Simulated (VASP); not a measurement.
# BaTiO3 (R-3m) in VASP: a series of runs, part 2 of 2

VASP 6.6.1.

### 3 Electric field gradients, LDA (equal xy, yz and zx shear strains of +3 %)

INCAR

```
  PREC = Accurate
  ENCUT = 520
  EDIFF = 1E-8
  ISMEAR = -1
  SIGMA = 0.05
  LREAL = F
  LASPH = T
  NELM = 60
  ALGO = Normal
  ISIF = 2
  LWAVE = F
  LCHARG = F
  LEFG = T
  NBANDS = 28
```

KPOINTS

```
Automatic mesh
0
Gamma
  8 8 8
```

POSCAR

```
BaTiO3
1.0
    4.0073000000      0.0601095000      0.0601095000
    0.0601095000      4.0073000000      0.0601095000
    0.0601095000      0.0601095000      4.0073000000
Ba Ti O
1 1 3
Direct
    0.5000000000      0.5000000000      0.5000000000
    0.0000000000      0.0000000000      0.0000000000
    0.5000000000      0.0000000000      0.0000000000
    0.0000000000      0.5000000000      0.0000000000
    0.0000000000      0.0000000000      0.5000000000
```

Potentials or basis: VASP PAW LDA potentials, release 64 (Ba_sv, Ti_sv, O).

Run with:

```bash
$ cat potpaw_LDA.64/Ba_sv/POTCAR potpaw_LDA.64/Ti_sv/POTCAR potpaw_LDA.64/O/POTCAR > POTCAR
$ mpirun -np 1 vasp_std > vasp.out
```

OUTCAR:

```text
PREC = Accurate
   ENCUT = 520
   EDIFF = 1E-8
   ISMEAR = -1
   LREAL = F
   LASPH = T
   NELM = 60
   ISIF = 2

 ion  position               nearest neighbor table
   1  0.500  0.500  0.500-   3 2.79   4 2.79   3 2.79   5 2.79   4 2.79   5 2.79   5 2.88   5 2.88
                             4 2.88   3 2.88   4 2.88   3 2.88   2 3.44   2 3.44   2 3.44   2 3.44
   2  0.000  0.000  0.000-   5 2.00   5 2.00   3 2.00   4 2.00   4 2.00   3 2.00   1 3.44   1 3.44
                             1 3.44   1 3.44   1 3.44   1 3.44   1 3.57   1 3.57
   3  0.500  0.000  0.000-   2 2.00   2 2.00   1 2.79   1 2.79   1 2.88   1 2.88
   4  0.000  0.500  0.000-   2 2.00   2 2.00   1 2.79   1 2.79   1 2.88   1 2.88
   5  0.000  0.000  0.500-   2 2.00   2 2.00   1 2.79   1 2.79   1 2.88   1 2.88

  LATTYP: Found a trigonal (rhomboedric) cell.
[... 983 lines left out ...]
   3      21.828   -10.914   -10.914     4.080     4.080     0.085
   4     -10.914    21.828   -10.914     4.080     0.085     4.080
   5     -10.914   -10.914    21.828     0.085     4.080     4.080
---------------------------------------------------------------------

 Electric field gradients after diagonalization (V/A^2)
 (convention: |V_zz| > |V_xx| > |V_yy|)
----------------------------------------------------------------------
 ion       V_xx      V_yy      V_zz     asymmetry (V_yy - V_xx)/ V_zz
----------------------------------------------------------------------
   1     -22.235   -22.235    44.470       0.000
   2       5.558     5.558   -11.117       0.000
   3     -11.818   -10.999    22.817       0.036
   4     -11.818   -10.999    22.817       0.036
   5     -11.818   -10.999    22.817       0.036
----------------------------------------------------------------------

           NMR quadrupolar parameters

 Cq : quadrupolar parameter    Cq=e*Q*V_zz/h
 eta: asymmetry parameters     (V_yy - V_xx)/ V_zz
 Q  : nuclear electric quadrupole moment in mb (millibarn)
----------------------------------------------------------------------
 ion       Cq(MHz)       eta       Q (mb)
----------------------------------------------------------------------
   1       0.108       0.000       1.000
   2      -0.027       0.000       1.000
   3       0.055       0.036       1.000
   4       0.055       0.036       1.000
   5       0.055       0.036       1.000
----------------------------------------------------------------------
```

OSZICAR:

```text
N       E                     dE             d eps       ncg     rms          rms(c)
DAV:   1     0.413323217592E+03    0.41332E+03   -0.20500E+04  3640   0.151E+03
DAV:   2    -0.125209416511E+02   -0.42584E+03   -0.40556E+03  4176   0.413E+02
DAV:   3    -0.527657923199E+02   -0.40245E+02   -0.39838E+02  4196   0.131E+02
DAV:   4    -0.547510301862E+02   -0.19852E+01   -0.19811E+01  5852   0.257E+01
DAV:   5    -0.547866998062E+02   -0.35670E-01   -0.35659E-01  4596   0.324E+00    0.224E+01
DAV:   6    -0.444766380703E+02    0.10310E+02   -0.57499E+01  5208   0.653E+01    0.102E+01
DAV:   7    -0.442707301786E+02    0.20591E+00   -0.10529E+01  4916   0.237E+01    0.662E+00
DAV:   8    -0.440493627381E+02    0.22137E+00   -0.75745E-01  4396   0.764E+00    0.321E+00
DAV:   9    -0.440655967802E+02   -0.16234E-01   -0.32792E-01  5284   0.445E+00    0.161E+00
DAV:  10    -0.440369218652E+02    0.28675E-01   -0.20137E-01  4200   0.463E+00    0.594E-01
DAV:  11    -0.440317610353E+02    0.51608E-02   -0.20491E-02  5064   0.103E+00    0.113E-01
DAV:  12    -0.440319836591E+02   -0.22262E-03   -0.15886E-03  4560   0.340E-01    0.135E-01
DAV:  13    -0.440317493018E+02    0.23436E-03   -0.78273E-04  4424   0.285E-01    0.201E-02
DAV:  14    -0.440317484272E+02    0.87457E-06   -0.33232E-05  4460   0.443E-02    0.917E-03
DAV:  15    -0.440317478391E+02    0.58814E-06   -0.27142E-06  4680   0.150E-02    0.153E-03
DAV:  16    -0.440317478192E+02    0.19902E-07   -0.20484E-07  4996   0.364E-03    0.310E-04
DAV:  17    -0.440317478216E+02   -0.24534E-08   -0.19704E-08  3448   0.114E-03
   1 F= -.44031748E+02 E0= -.44031748E+02  d E =-.943894E-08
```

Run time: 2.9 min. Hardware: 1 thread of AMD EPYC 7R43 (Zen 3), shared host; peak memory 0.2 GiB.

Results:

- Free energy: -44.0317 eV
- Pressure: -7.2 GPa
- Band gap on the k mesh: 1.55 eV, indirect (least direct gap 1.63 eV)

Electric field gradients, principal values (V/Å²):
```tsv
atom	least	middle	greatest (by size)
1 Ba	-22.235	-22.235	44.470
2 Ti	5.558	5.558	-11.117
3 O	-10.999	-11.818	22.817
4 O	-10.999	-11.818	22.817
5 O	-10.999	-11.818	22.817
```

Caveat: the cell differs from its parent crystal (equal xy, yz and zx shear strains of +3 %); without QUAD_EFG the Cq values of the log hold for a quadrupole moment of 1 mb, not for the nuclei; spin-orbit coupling is left out, which moves the levels of the heavy elements.

### 4 Electric field gradients, LDA (equal xy, yz and zx shear strains of +3 %)

INCAR

```
  PREC = Accurate
  ENCUT = 520
  EDIFF = 1E-8
  ISMEAR = -1
  SIGMA = 0.05
  LREAL = False
  LASPH = True
  NELM = 60
  ALGO = Normal
  ISIF = 2
  LWAVE = False
  LCHARG = False
  GGA = CA
  LEFG = True
  NBANDS = 28
```

KPOINTS is that of step 3.

POSCAR is that of step 3.

Potentials or basis: VASP PAW LDA potentials, release 64 (Ba_sv, Ti_sv, O).

Run with:

```bash
$ cat potpaw_LDA.64/Ba_sv/POTCAR potpaw_LDA.64/Ti_sv/POTCAR potpaw_LDA.64/O/POTCAR > POTCAR
$ mpirun -np 1 vasp_std > vasp.out
```

OUTCAR:

```text
PREC = Accurate
   ENCUT = 520
   EDIFF = 1E-8
   ISMEAR = -1
   LREAL = False
   LASPH = True
   NELM = 60
   ISIF = 2
   GGA = CA

 ion  position               nearest neighbor table
   1  0.500  0.500  0.500-   3 2.79   4 2.79   3 2.79   5 2.79   4 2.79   5 2.79   5 2.88   5 2.88
                             4 2.88   3 2.88   4 2.88   3 2.88   2 3.44   2 3.44   2 3.44   2 3.44
   2  0.000  0.000  0.000-   5 2.00   5 2.00   3 2.00   4 2.00   4 2.00   3 2.00   1 3.44   1 3.44
                             1 3.44   1 3.44   1 3.44   1 3.44   1 3.57   1 3.57
   3  0.500  0.000  0.000-   2 2.00   2 2.00   1 2.79   1 2.79   1 2.88   1 2.88
   4  0.000  0.500  0.000-   2 2.00   2 2.00   1 2.79   1 2.79   1 2.88   1 2.88
   5  0.000  0.000  0.500-   2 2.00   2 2.00   1 2.79   1 2.79   1 2.88   1 2.88

  LATTYP: Found a trigonal (rhomboedric) cell.
 ALAT       =     4.0082015411
 COS(alpha) =     0.0302114049

  Lattice vectors:

 A1 = (   4.0073000000,   0.0601095000,   0.0601095000)
 A2 = (   0.0601095000,   4.0073000000,   0.0601095000)
 A3 = (   0.0601095000,   0.0601095000,   4.0073000000)

Analysis of symmetry for initial positions (statically):
=====================================================================
 Subroutine PRICEL returns:
 Original cell was already a primitive cell.

 Routine SETGRP: Setting up the symmetry group for a
 trigonal (rhombohedral) supercell.

 Subroutine GETGRP returns: Found 12 space group operations
 (whereof 12 operations were pure point group operations)
 out of a pool of 12 trial point group operations.

The static configuration has the point symmetry D_3d.

[... 924 lines left out ...]
  -------------------------------------------------------------------------------------
  Total       -2.8799605     -2.8799605     -2.8799605     -1.4639072     -1.4639072     -1.4639072
  in kB      -71.7516441    -71.7516441    -71.7516441    -36.4719420    -36.4719420    -36.4719420
  external PRESSURE =     -71.7516441 kB  Pullay stress =       0.0000000 kB

 VOLUME and BASIS-vectors are now :
 -----------------------------------------------------------------------------
  energy-cutoff  :      520.00
  volume of cell :       64.31
      direct lattice vectors                 reciprocal lattice vectors
     4.007300000  0.060109500  0.060109500     0.249655266 -0.003689487 -0.003689487
     0.060109500  4.007300000  0.060109500    -0.003689487  0.249655266 -0.003689487
     0.060109500  0.060109500  4.007300000    -0.003689487 -0.003689487  0.249655266

 POSITION                                       TOTAL-FORCE (eV/Angst)
 -----------------------------------------------------------------------------------
      2.06376      2.06376      2.06376         0.000000     -0.000000      0.000000
      0.00000      0.00000      0.00000         0.000000     -0.000000      0.000000
      2.00365      0.03005      0.03005        -0.000000      0.000000     -0.000000
      0.03005      2.00365      0.03005        -0.000000      0.000000      0.000000
      0.03005      0.03005      2.00365         0.000000     -0.000000     -0.000000
 -----------------------------------------------------------------------------------
    total drift:                                0.000000     -0.000000      0.000000

  FREE ENERGIE OF THE ION-ELECTRON SYSTEM (eV)
  ---------------------------------------------------
  free  energy   TOTEN  =       -44.0317478216 eV

  energy  without entropy=      -44.0317478122  energy(sigma->0) =      -44.03174782

 Electric field gradients (V/A^2)
---------------------------------------------------------------------
 ion       V_xx      V_yy      V_zz      V_xy      V_xz      V_yz
---------------------------------------------------------------------
   1      -0.000    -0.000    -0.000    22.235    22.235    22.235
   2      -0.000    -0.000    -0.000    -5.558    -5.558    -5.558
   3      21.828   -10.914   -10.914     4.080     4.080     0.085
   4     -10.914    21.828   -10.914     4.080     0.085     4.080
   5     -10.914   -10.914    21.828     0.085     4.080     4.080
---------------------------------------------------------------------

 Electric field gradients after diagonalization (V/A^2)
 (convention: |V_zz| > |V_xx| > |V_yy|)
----------------------------------------------------------------------
 ion       V_xx      V_yy      V_zz     asymmetry (V_yy - V_xx)/ V_zz
----------------------------------------------------------------------
   1     -22.235   -22.235    44.470       0.000
   2       5.558     5.558   -11.117       0.000
   3     -11.818   -10.999    22.817       0.036
   4     -11.818   -10.999    22.817       0.036
   5     -11.818   -10.999    22.817       0.036
----------------------------------------------------------------------

           NMR quadrupolar parameters

 Cq : quadrupolar parameter    Cq=e*Q*V_zz/h
 eta: asymmetry parameters     (V_yy - V_xx)/ V_zz
 Q  : nuclear electric quadrupole moment in mb (millibarn)
----------------------------------------------------------------------
 ion       Cq(MHz)       eta       Q (mb)
----------------------------------------------------------------------
   1       0.108       0.000       1.000
   2      -0.027       0.000       1.000
   3       0.055       0.036       1.000
   4       0.055       0.036       1.000
   5       0.055       0.036       1.000
----------------------------------------------------------------------
```

OSZICAR:

```text
N       E                     dE             d eps       ncg     rms          rms(c)
DAV:   1     0.413323217592E+03    0.41332E+03   -0.20500E+04  3640   0.151E+03
DAV:   2    -0.125209416511E+02   -0.42584E+03   -0.40556E+03  4176   0.413E+02
DAV:   3    -0.527657923199E+02   -0.40245E+02   -0.39838E+02  4196   0.131E+02
DAV:   4    -0.547510301862E+02   -0.19852E+01   -0.19811E+01  5852   0.257E+01
DAV:   5    -0.547866998062E+02   -0.35670E-01   -0.35659E-01  4596   0.324E+00    0.224E+01
DAV:   6    -0.444766380703E+02    0.10310E+02   -0.57499E+01  5208   0.653E+01    0.102E+01
DAV:   7    -0.442707301786E+02    0.20591E+00   -0.10529E+01  4916   0.237E+01    0.662E+00
DAV:   8    -0.440493627381E+02    0.22137E+00   -0.75745E-01  4396   0.764E+00    0.321E+00
DAV:   9    -0.440655967802E+02   -0.16234E-01   -0.32792E-01  5284   0.445E+00    0.161E+00
DAV:  10    -0.440369218652E+02    0.28675E-01   -0.20137E-01  4200   0.463E+00    0.594E-01
DAV:  11    -0.440317610353E+02    0.51608E-02   -0.20491E-02  5064   0.103E+00    0.113E-01
DAV:  12    -0.440319836591E+02   -0.22262E-03   -0.15886E-03  4560   0.340E-01    0.135E-01
DAV:  13    -0.440317493018E+02    0.23436E-03   -0.78273E-04  4424   0.285E-01    0.201E-02
DAV:  14    -0.440317484272E+02    0.87457E-06   -0.33232E-05  4460   0.443E-02    0.917E-03
DAV:  15    -0.440317478391E+02    0.58814E-06   -0.27142E-06  4680   0.150E-02    0.153E-03
DAV:  16    -0.440317478192E+02    0.19902E-07   -0.20484E-07  4996   0.364E-03    0.310E-04
DAV:  17    -0.440317478216E+02   -0.24534E-08   -0.19704E-08  3448   0.114E-03
   1 F= -.44031748E+02 E0= -.44031748E+02  d E =-.943894E-08
```

Run time: 3.3 min. Hardware: 1 thread of AMD EPYC 7R43 (Zen 3), shared host; peak memory 0.19 GiB.

Results:

| Item | Value |
| --- | --- |
| Free energy | -44.0317 eV |
| Pressure | -7.2 GPa |
| Band gap on the k mesh | 1.55 eV, indirect (least direct gap 1.63 eV) |

Stress tensor (GPa, compression positive):
```
-7.18 -3.65 -3.65
-3.65 -7.18 -3.65
-3.65 -3.65 -7.18
```

Levels at points of the mesh, in eV from the valence-band top:
| k point | band 18 | band 19 | band 20 | band 21 | band 22 | band 23 |
| --- | --- | --- | --- | --- | --- | --- |
| (0.00, 0.00, 0.00) | -0.36 | -0.08 | -0.08 | 1.55 | 1.55 | 1.70 |
| (0.50, 0.00, 0.00) | -1.81 | -0.90 | -0.62 | 1.77 | 3.37 | 3.42 |
| (0.50, 0.50, 0.00) | -0.96 | -0.85 | -0.12 | 3.37 | 3.42 | 3.81 |
| (0.50, 0.50, 0.50) | -0.08 | 0.00 | 0.00 | 4.04 | 4.04 | 4.13 |

Electric field gradients, principal values (V/Å²):
```
atom    least   middle  greatest (by size)
1 Ba  -22.235  -22.235              44.470
2 Ti    5.558    5.558             -11.117
 3 O  -10.999  -11.818              22.817
 4 O  -10.999  -11.818              22.817
 5 O  -10.999  -11.818              22.817
```

Caveat: the cell differs from its parent crystal (equal xy, yz and zx shear strains of +3 %); without QUAD_EFG the Cq values of the log hold for a quadrupole moment of 1 mb, not for the nuclei; spin-orbit coupling is left out, which moves the levels of the heavy elements.
